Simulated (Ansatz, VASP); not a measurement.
## Ir: VASP beside Ansatz

```
CELL_PARAMETERS angstrom
-0.05240 1.85301 1.85301
1.85301 -0.05240 1.85301
1.90541 1.90541 -0.10480
ATOMIC_POSITIONS crystal
Ir 0.00000 0.00000 0.00000
```

Change from the starting cell: engineering shear strain xz -0.0550, engineering shear strain yz -0.0550.

Alike in both runs: task single point; functional LDA; k mesh 20 × 20 × 20; occupations gaussian, width 0.15 eV; no spin polarisation.

|  | VASP | Ansatz |
| --- | --- | --- |
| version | VASP 6.6.1 | Ansatz 0.2.0 |
| potentials or method | VASP PAW LDA potentials, release 64 (Ir), cutoff 520 eV | scalar-relativistic, plane waves, PAW |
| valence electrons in the cell | 9 | 17 |

```csv
,VASP,Ansatz,Ansatz less VASP
gap on the k mesh at the Fermi level (eV),none,none,-
pressure (GPa),5.8,3.3,-2.47
"traceless stress, the component that is largest in VASP (GPa)",16.45,16.32,-0.138
```

Ansatz warns that its potentials were made for another functional, while VASP's fit it. LDA's correlation is that of Perdew and Zunger in VASP and of Perdew and Wang (1992) in Ansatz. A gap of «none» marks a metal or a gap that the smearing closes. VASP's potentials hold 9 valence electrons a cell and Ansatz's 17, so a difference there can come from the potentials and not from the codes.

Neither program's run includes spin-orbit coupling.
